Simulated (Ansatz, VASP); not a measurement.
## Two plane-wave programs on WC

Contents of INCAR:

```
  PREC = Accurate
  ENCUT = 520
  EDIFF = 1E-7
  ISMEAR = 0
  SIGMA = 0.15
  LREAL = False
  LASPH = True
  NELM = 80
  ALGO = Normal
  ISIF = 2
  LWAVE = False
  LCHARG = True
  GGA = PE
  LELF = True
  LVHAR = True
  NBANDS = 16
```

The input KPOINTS:

```
Automatic mesh
0
Gamma
  18 18 16
```

The input POSCAR:

```
WC
1.0
    2.9005014360      0.0000000000      0.0000000000
   -1.4502507180      2.5119079273      0.0000000000
    0.0000000000      0.0000000000      2.8290000000
W C
1 1
Direct
   -0.0398103764     -0.0796207527      0.0000000000
    0.6666666667      0.3333333333      0.5000000000
```

Input for Ansatz:

```yaml
crystal:
  lattice:
    - [2.900501436, 0.0, 0.0]
    - [-1.450250718, 2.5119079273, 0.0]
    - [0.0, 0.0, 2.829]
  atoms:
    - { symbol: W, position: [-0.0398103764, -0.0796207527, 0.0] }
    - { symbol: C, position: [0.6666666667, 0.3333333333, 0.5] }
basis:
  ecutwfc: 420
kpoints:
  mp_grid: { grid: [18, 18, 16] }
hamiltonian:
  xc: pbe
scf:
  occupations: { method: gaussian, width: 0.15 }
output:
  forces: true
  stress: true
  eigenvalues: true
```

Alike in both runs: task single point; functional PBE; k mesh 18 × 18 × 16; occupations gaussian, width 0.15 eV; no spin polarisation.

|  | VASP | Ansatz |
| --- | --- | --- |
| version | VASP 6.6.1 | Ansatz 0.2.0 |
| potentials or method | VASP PAW PBE potentials, release 64 (W_sv, C), cutoff 520 eV | scalar-relativistic, plane waves, PAW |
| valence electrons in the cell | 18 | 18 |

```tsv
	VASP	Ansatz	Ansatz less VASP
gap on the k mesh at the Fermi level (eV)	none	none	-
pressure (GPa)	16.6	15.4	-1.23
traceless stress, the component that is largest in VASP (GPa)	-11.54	-11.20	+0.340
rms of the force components (eV/Å)	2.071	2.059	-0.0120
```

Atom by atom the forces differ by 0.012 eV/Å (rms over components). A gap of «none» marks a metal or a gap that the smearing closes. The functional is the same, so the differences come from potentials, cutoffs and numerics.

Neither program's run includes spin-orbit coupling.
